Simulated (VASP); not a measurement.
# Hg2Ru (Fd-3m) in VASP: single point with PBE

Aim: the single point of Hg2Ru with PBE.

Everything below comes from runs of VASP 6.6.1. Logs are shortened: lines on timing, memory, paths and dates and some standing lists are left out, and cuts for length are marked.

## (1) The cell of the first run

Symmetry: Fd-3m, No. 227, cubic system. Conventional cell: a = 7.806 Å, b = 7.806 Å, c = 7.806 Å, α = 90.00°, β = 90.00°, γ = 90.00°. Hg (site symmetry -3m) has 6 Hg at 2.76 Å and 6 Ru at 3.24 Å within 3.6 Å. Within 4.3 Å of Ru (site symmetry -43m) lie 12 Hg at 3.24 Å and 4 Ru at 3.38 Å.

## (2) Single point, PBE

INCAR

```
SYSTEM = Hg2Ru
ALGO = Normal
EDIFF = 1E-6
ENCUT = 560
GGA = PE
GGA_COMPAT = .FALSE.
ISIF = 2
ISMEAR = 0
LASPH = .TRUE.
LCHARG = .FALSE.
LREAL = .FALSE.
LWAVE = .FALSE.
NBANDS = 65
NELM = 120
PREC = Accurate
SIGMA = 0.1
```

KPOINTS

```
k-points
0
G
  8 8 8
  0 0 0
```

POSCAR

```
Hg2Ru
1.0
    0.0000000000      3.9028142629      3.9028142629
    3.9028142629      0.0000000000      3.9028142629
    3.9028142629      3.9028142629      0.0000000000
Hg Ru
4 2
Direct
    0.1250000000      0.1250000000      0.1250000000
    0.6250000000      0.1250000000      0.1250000000
    0.1250000000      0.1250000000      0.6250000000
    0.1250000000      0.6250000000      0.1250000000
    0.5000000000      0.5000000000      0.5000000000
    0.7500000000      0.7500000000      0.7500000000
```

Potentials or basis: VASP PAW PBE potentials, release 64 (Hg_sv_GW, Ru_sv).

Command:

```bash
$ cat potpaw_PBE.64/Hg_sv_GW/POTCAR potpaw_PBE.64/Ru_sv/POTCAR > POTCAR
$ mpirun -np 1 vasp_std > vasp.out
```

OUTCAR:

```text
SYSTEM = Hg2Ru
   EDIFF = 1E-6
   ENCUT = 560
   GGA = PE
   ISIF = 2
   ISMEAR = 0
   LASPH = .TRUE.
   LREAL = .FALSE.
   NELM = 120
   PREC = Accurate

 ion  position               nearest neighbor table
   1  0.125  0.125  0.125-   2 2.76   3 2.76   4 2.76   3 2.76   4 2.76   2 2.76
   2  0.625  0.125  0.125-   1 2.76   3 2.76   4 2.76   1 2.76   3 2.76   4 2.76
   3  0.125  0.125  0.625-   1 2.76   1 2.76   2 2.76   4 2.76   4 2.76   2 2.76
   4  0.125  0.625  0.125-   1 2.76   3 2.76   1 2.76   2 2.76   3 2.76   2 2.76
   5  0.500  0.500  0.500-
   6  0.750  0.750  0.750-

  LATTYP: Found a face centered cubic cell.
 ALAT       =     7.8056285258

  Lattice vectors:

 A1 = (   0.0000000000,   3.9028142629,   3.9028142629)
 A2 = (   3.9028142629,   0.0000000000,   3.9028142629)
 A3 = (   3.9028142629,   3.9028142629,   0.0000000000)

Analysis of symmetry for initial positions (statically):
=====================================================================
 Subroutine PRICEL returns:
 Original cell was already a primitive cell.

 Routine SETGRP: Setting up the symmetry group for a
 face centered cubic supercell.

 Subroutine GETGRP returns: Found 48 space group operations
 (whereof 24 operations were pure point group operations)
 out of a pool of 48 trial point group operations.

The static configuration has the point symmetry T_d .
 The point group associated with its full space group is O_h .

Analysis of symmetry for dynamics (positions and initial velocities):
=====================================================================
 Subroutine PRICEL returns:
 Original cell was already a primitive cell.

 Routine SETGRP: Setting up the symmetry group for a
 face centered cubic supercell.

 Subroutine GETGRP returns: Found 48 space group operations
 (whereof 24 operations were pure point group operations)
 out of a pool of 48 trial point group operations.

The dynamic configuration has the point symmetry T_d .
 The point group associated with its full space group is O_h .

 Subroutine INISYM returns: Found 48 space group operations
 (whereof 24 operations are pure point group operations),
 and found     1 'primitive' translations

----------------------------------------------------------------------------------------

                                     Primitive cell

  volume of cell :     118.8950

  direct lattice vectors                    reciprocal lattice vectors
     0.000000000  3.902814263  3.902814263    -0.128112681  0.128112681  0.128112681
     3.902814263  0.000000000  3.902814263     0.128112681 -0.128112681  0.128112681
     3.902814263  3.902814263  0.000000000     0.128112681  0.128112681 -0.128112681

  length of vectors
     5.519412862  5.519412862  5.519412862     0.221897673  0.221897673  0.221897673

  position of ions in fractional coordinates (direct lattice)
     0.125000000  0.125000000  0.125000000
     0.625000000  0.125000000  0.125000000
     0.125000000  0.125000000  0.625000000
     0.125000000  0.625000000  0.125000000
     0.500000000  0.500000000  0.500000000
     0.750000000  0.750000000  0.750000000

  ion indices of the primitive-cell ions
   primitive index   ion index
                 1           1
                 2           2
                 3           3
                 4           4
                 5           5
                 6           6

----------------------------------------------------------------------------------------

 KPOINTS: k-points

Automatic generation of k-mesh.
 Grid dimensions read from file:
 generate k-points for:    8    8    8

 Generating k-lattice:

  Cartesian coordinates                     Fractional coordinates (reciprocal lattice)
    -0.016014085  0.016014085  0.016014085     0.125000000  0.000000000  0.000000000
     0.016014085 -0.016014085  0.016014085     0.000000000  0.125000000  0.000000000
     0.016014085  0.016014085 -0.016014085     0.000000000  0.000000000  0.125000000

  Length of vectors
     0.027737209  0.027737209  0.027737209

  Shift w.r.t. Gamma in fractional coordinates (k-lattice)
     0.000000000  0.000000000  0.000000000

 Subroutine IBZKPT returns following result:
 ===========================================

 Found     29 irreducible k-points:

 Following reciprocal coordinates:
            Coordinates               Weight
  0.000000  0.000000  0.000000      1.000000
  0.125000  0.000000  0.000000      8.000000
  0.250000  0.000000  0.000000      8.000000
  0.375000  0.000000  0.000000      8.000000
  0.500000  0.000000  0.000000      4.000000
  0.125000  0.125000  0.000000      6.000000
[... 16 lines left out ...]
  0.500000  0.250000  0.125000     48.000000
 -0.375000  0.250000  0.125000     24.000000
 [... further k-points ...]
   k-points           NKPTS =     29   k-points in BZ     NKDIM =     29   number of bands    NBANDS=     65
   number of dos      NEDOS =    301   number of ions     NIONS =      6
   total plane-waves  NPLWV = 110592
   dimension x,y,z NGX =    48 NGY =   48 NGZ =   48
   dimension x,y,z NGXF=    96 NGYF=   96 NGZF=   96
   ions per type =               4   2
   NGX,Y,Z   is equivalent  to a cutoff of  14.46, 14.46, 14.46 a.u.
   NGXF,Y,Z  is equivalent  to a cutoff of  28.92, 28.92, 28.92 a.u.
 SYSTEM =  Hg2Ru
   PREC   = accura    normal or accurate (medium, high low for compatibility)
   ISTART =      0    job   : 0-new  1-cont  2-samecut
   ICHARG =      2    charge: 1-file 2-atom 10-const
   ISPIN  =      1    spin polarized calculation?
   LNONCOLLINEAR =      F non collinear calculations
   LSORBIT =      F    spin-orbit coupling
   LASPH  =      T    aspherical Exc in radial PAW
   ENCUT  =  560.0 eV  41.16 Ry    6.42 a.u.  10.65 10.65 10.65*2*pi/ulx,y,z
   NELM   =    120;   NELMIN=  2; NELMDL= -5     # of ELM steps
   EDIFF  = 0.1E-05   stopping-criterion for ELM
   LREAL  =      F    real-space projection
   EDIFFG = 0.1E-04   stopping-criterion for IOM
   NSW    =      0    number of steps for IOM
   IBRION =     -1    ionic relax: 0-MD 1-quasi-New 2-CG
   NFREE  =      0    steps in history (QN), initial steepest desc. (CG)
   ISIF   =      2    stress and relaxation
   ISYM   =      2    0-nonsym 1-usesym 2-fastsym
   POTIM  = 0.5000    time-step for ionic-motion
   TEBEG  =    0.0;   TEEND  =   0.0 temperature during run
   PSTRESS=    0.0 pullay stress
   NELECT =     112.0000    total number of electrons
   NUPDOWN=      -1.0000    fix difference up-down
   EMIN   =  10.00;   EMAX   =-10.00  energy-range for DOS
   EFERMI =   0.00;   METHOD = LEGACY
   ISMEAR =     0;   SIGMA  =   0.10  broadening in eV -4-tet -1-fermi 0-gaus
   EFERMI_NEDOS =   21; number of points for ismear=-14 and -15
   IALGO  =     38    algorithm
   IMIX   =      4    mixing-type and parameters
     AMIX     =   0.40;   BMIX     =  1.00
     AMIX_MAG =   1.60;   BMIX_MAG =  1.00
  volume/ion in A,a.u.               =      19.82       133.72
  Fermi-wavevector in a.u.,A,eV,Ry     =   1.604820  3.032670 35.041081  2.575447
  Thomas-Fermi vector in A             =   2.701264
   LORBIT       =      0    0 simple, 1 ext, 2 COOP (PROOUT), +10 PAW based schemes
   GGA     = PE    functional components
   LHFCALC =     F    Hartree Fock is set to
   AEXX    =    0.0000 exact exchange contribution
   IVDW    =     0    specifies the selected vdW correction
   LEPSILON=     F    determine dielectric tensor
   LRPA    =     F    only Hartree local field effects (RPA)
 non-spin polarized calculation
 Gauss-broadening in eV      SIGMA  =   0.10
  energy-cutoff  :      560.00
  volume of cell :      118.90
 maximum number of plane-waves:      3600
 NGX is ok and might be reduce to    48
   NGX = 21   NGY = 21   NGZ = 21

 number of electron     111.9999997 magnetization

 Free energy of the ion-electron system (eV)
  ---------------------------------------------------
  ext. energy  EPLUGINS =         0.00000000
  ---------------------------------------------------
  free energy    TOTEN  =       -12.84785124 eV

  energy without entropy =      -12.78015045  energy(sigma->0) =      -12.81400084

 E-fermi :   8.2407     XC(G=0): -12.2323

 val. band max:        8.2395848044   @ k =  -0.1250   0.1250   0.0000
 cond. band min:       8.2417297149   @ k =   0.1250   0.0000   0.0000
 fundamental gap:      0.0021449105
 Fermi energy:         8.2406583361

 k-point     1 :       0.0000    0.0000    0.0000
  band No.  band energies     occupation
      1    -107.3032      2.00000
      2    -107.2929      2.00000
      3    -107.2929      2.00000
      4    -107.2929      2.00000
      5     -63.5357      2.00000
      6     -63.5307      2.00000
[... 57 lines left out ...]
     64      13.4028      0.00000
     65      13.4748      0.00000

 k-point     2 :       0.1250    0.0000    0.0000
  band No.  band energies     occupation
      1    -107.3029      2.00000
      2    -107.2932      2.00000
      3    -107.2929      2.00000
      4    -107.2929      2.00000
      5     -63.5355      2.00000
      6     -63.5309      2.00000
[... 57 lines left out ...]
     64      12.7781      0.00000
     65      12.8018      0.00000

 k-point     3 :       0.2500    0.0000    0.0000
  band No.  band energies     occupation
      1    -107.3022      2.00000
      2    -107.2939      2.00000
      3    -107.2929      2.00000
      4    -107.2929      2.00000
      5     -63.5352      2.00000
      6     -63.5313      2.00000
[... 1417 lines left out ...]
     64      13.9134      0.00000
     65      14.8092      0.00000

 k-point    24 :      -0.3750    0.2500    0.1250
  band No.  band energies     occupation
      1    -107.2999      2.00000
      2    -107.2962      2.00000
      3    -107.2929      2.00000
      4    -107.2929      2.00000
      5     -63.5341      2.00000
      6     -63.5323      2.00000
[... 57 lines left out ...]
     64      13.7746      0.00000
     65      15.0532      0.00000

 [... further k-points ...]

------------------------ aborting loop because EDIFF is reached ----------------------------------------

  FORCE on cell =-STRESS in cart. coord.  units (eV):
  Direction    XX          YY          ZZ          XY          YZ          ZX
  --------------------------------------------------------------------------------------
  -------------------------------------------------------------------------------------
  Total       -0.1303785     -0.1303785     -0.1303785     -0.0000000     -0.0000000     -0.0000000
  in kB       -1.7569233     -1.7569233     -1.7569233     -0.0000000     -0.0000000     -0.0000000
  external PRESSURE =      -1.7569233 kB  Pullay stress =       0.0000000 kB

 VOLUME and BASIS-vectors are now :
 -----------------------------------------------------------------------------
  energy-cutoff  :      560.00
  volume of cell :      118.90
      direct lattice vectors                 reciprocal lattice vectors
     0.000000000  3.902814263  3.902814263    -0.128112681  0.128112681  0.128112681
     3.902814263  0.000000000  3.902814263     0.128112681 -0.128112681  0.128112681
     3.902814263  3.902814263  0.000000000     0.128112681  0.128112681 -0.128112681

 POSITION                                       TOTAL-FORCE (eV/Angst)
 -----------------------------------------------------------------------------------
      0.97570      0.97570      0.97570         0.000000     -0.000000     -0.000000
      0.97570      2.92711      2.92711         0.000000     -0.000000     -0.000000
      2.92711      2.92711      0.97570         0.000000     -0.000000     -0.000000
      2.92711      0.97570      2.92711         0.000000     -0.000000      0.000000
      3.90281      3.90281      3.90281         0.000000      0.000000      0.000000
      5.85422      5.85422      5.85422        -0.000000     -0.000000     -0.000000
 -----------------------------------------------------------------------------------
    total drift:                                0.000000      0.000000      0.000000

  FREE ENERGIE OF THE ION-ELECTRON SYSTEM (eV)
  ---------------------------------------------------
  free  energy   TOTEN  =       -12.8478512353 eV

  energy  without entropy=      -12.7801504496  energy(sigma->0) =      -12.81400084
```

Run time: 3.6 min. Hardware: 1 thread of Intel Xeon 6975P-C (Granite Rapids), shared host; peak memory 0.44 GiB.

Results:

```yaml
Free_energy: -12.8479 eV
Pressure: -0.2 GPa
Band_gap_on_the_k_mesh: zero (bands 56 and 57 overlap by 0.20 eV)
```

Caveat: spin-orbit coupling is left out, which moves the levels of the heavy elements.
